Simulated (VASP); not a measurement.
Set up this calculation in VASP 6.6.1, as the native input.

```
Task                   : relaxation of cell and atoms
Functional             : PBEsol
Potentials or basis    : VASP PAW PBE potentials, release 64 (Se)
Cutoff                 : 600 eV
k mesh                 : 19 × 19 × 18
Occupations            : fermi-dirac, width 0.05 eV
Spin                   : no spin polarisation
Target pressure        : 450 GPa
Dipole correction      : no
Further INCAR settings : ALGO = Normal; EDIFF = 1e-06; IBRION = 2; EDIFFG = -0.005; NSW = 32; ISIF = 3
```

The structure of Se lies in POSCAR:

```
Se
1.0
    2.1901601129      0.0000000000      0.0000000000
   -1.0950800564      1.8967342961      0.0000000000
    0.0000000000      0.0000000000      2.0461665460
Se
1
Direct
    0.0000000000      0.0000000000      0.0000000000
```

One way to write it, as run:

INCAR

```
PREC = Accurate ; ENCUT = 600
EDIFF = 1E-6 ; ISMEAR = -1
SIGMA = 0.05 ; LREAL = F
LASPH = T ; NELM = 60
ALGO = Normal ; ISIF = 3
LWAVE = F ; LCHARG = F
GGA = PS ; IBRION = 2
NSW = 32 ; EDIFFG = -0.005
PSTRESS = 4500.0
```

KPOINTS

```
Automatic mesh
0
Gamma
  19 19 18
```

Potentials or basis: VASP PAW PBE potentials, release 64 (Se).

Command:

```console
$ cat potpaw_PBE.64/Se/POTCAR > POTCAR
$ mpirun -np 1 vasp_std > vasp.out
```

It gave:

```
Relaxed volume                                         : 8.58 Å³/atom
Relaxed cell                                           : a = 2.197 Å, b = 2.197 Å, c = 2.052 Å, α = 90.00°, β = 90.00°, γ = 120.00°
Space group after relaxing (to 0.05 Å)                 : P6/mmm (No. 191)
Energy change on relaxing (the enthalpy is what falls) : -222.1 meV/atom
Ionic steps                                            : 8
Pressure after relaxing                                : 450.1 GPa
Band gap on the k mesh                                 : zero (band 3 reaches 36.17 eV, above the bottom of band 4 at 15.15 eV)
```

Caveat: the cell is relaxed towards a set pressure, so the enthalpy falls and the energy may rise; the PAW data sets were made with another functional, which shifts forces and pressure a little.

Run time: 52 s on 1 thread of Intel Xeon 6975P-C (shared host), peak memory 0.15 GiB.
